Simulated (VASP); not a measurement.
Wanted: the native input for a VASP 6.6.1 run.

| Item | Value |
| --- | --- |
| Task | single point |
| Functional | PBEsol |
| Potentials or basis | VASP PAW PBE potentials, release 64 (Fe_sv) |
| Cutoff | 690 eV |
| k mesh | 12 × 12 × 12 |
| Occupations | fermi-dirac, width 0.1 eV |
| Spin | collinear spin, ferromagnetic start |
| Starting moments | [2.46] μB |
| Fixed moment | 2.46 μB |
| Hubbard terms | Fe d U = 5.3 eV |
| Dipole correction | no |
| Further INCAR settings | ALGO = Normal; EDIFF = 1e-06; NBANDS = 18 |

The structure of Fe lies in POSCAR:

```
Fe
1.0
   -1.4455000000      1.4455000000      1.4455000000
    1.4455000000     -1.4455000000      1.4455000000
    1.4455000000      1.4455000000     -1.4455000000
Fe
1
Direct
    0.0000000000      0.0000000000      0.0000000000
```

The input as run:

INCAR

```
SYSTEM = Fe
PREC = Accurate ; ENCUT = 690
EDIFF = 1E-6 ; ISMEAR = -1
SIGMA = 0.1 ; LREAL = .False.
LASPH = .True. ; NELM = 200
ALGO = Normal ; ISIF = 2
LWAVE = .False. ; LCHARG = .False.
ISPIN = 2 ; MAGMOM = 2.46
LORBIT = 11 ; NUPDOWN = 2.46
LMAXMIX = 4 ; LDAU = .True.
LDAUTYPE = 2 ; LDAUL = 2
LDAUU = 5.3 ; LDAUJ = 0
LDAUPRINT = 1 ; GGA = PS
NBANDS = 18 ; GGA_COMPAT = .False.
```

KPOINTS

```
Automatic mesh
0
Gamma
  12 12 12
  0 0 0
```

Potentials or basis: VASP PAW PBE potentials, release 64 (Fe_sv).

Command:

```console
$ cat potpaw_PBE.64/Fe_sv/POTCAR > POTCAR
$ mpirun -np 1 vasp_std > vasp.out
```

It gave:

The pressure is -6.0 GPa and the net moment is 2.46 μB per cell. The site moments are Fe +2.80 μB and the valence electrons inside the program's atomic spheres are Fe 13.76.

Caveat: the cell stands under tension; the PAW data sets were made with another functional, which shifts forces and pressure a little; the total moment is fixed, so each spin has its own Fermi level and the state may be an excited one; the U is typed as a test and isn't derived for this compound.

It took 83 s on 1 thread of Intel(R) Xeon(R) Platinum 8259CL CPU @ 2.50GHz (Skylake/Cascade Lake), with other jobs on the host, peak memory 0.17 GiB.
